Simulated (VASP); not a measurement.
Input of a VASP 6.6.1 run:

The input INCAR:

```
SYSTEM = InGa2As3
ALGO = Normal
EDIFF = 1E-6
ENCUT = 520
GGA = PE
ISIF = 2
ISMEAR = 0
LASPH = .True.
LCHARG = .False.
LREAL = .False.
LWAVE = .False.
NBANDS = 36
NELM = 60
PREC = Accurate
SIGMA = 0.1
```

Contents of KPOINTS:

```
k-points
0
Gamma
  6 6 2
  0 0 0
```

POSCAR

```
InGa2As3
1.0
    4.1712492459      0.0000000000      0.0000000000
   -2.0856246229      3.6124078125      0.0000000000
    0.0000000000      0.0000000000     10.2434015256
In Ga As
1 2 3
Direct
    0.3333333333      0.6666666667      0.6682628834
    0.0000000000      0.0000000000      0.0065295042
    0.6666666667      0.3333333333      0.3269355494
    0.0000000000      0.0000000000      0.2498379553
    0.6666666667      0.3333333333      0.5691493001
    0.3333333333      0.6666666667      0.9292848076
```

Potentials or basis: VASP PAW PBE potentials, release 64 (In_d, Ga_d, As).

Launch:

```sh
$ cat potpaw_PBE.64/In_d/POTCAR potpaw_PBE.64/Ga_d/POTCAR potpaw_PBE.64/As/POTCAR > POTCAR
$ mpirun -np 1 vasp_std > vasp.out
```

**Question.** Estimate the pressure.

**Answer.** 0.1 GPa.

**Question.** What does it give for the largest force?

**Answer.** 0.027 eV/Å.

Forces on the atoms (eV/Å):
```
In   0.000  0.000  0.024
Ga   0.000  0.000 -0.003
Ga   0.000  0.000 -0.008
As   0.000  0.000  0.006
As   0.000  0.000  0.009
As   0.000  0.000 -0.027
```
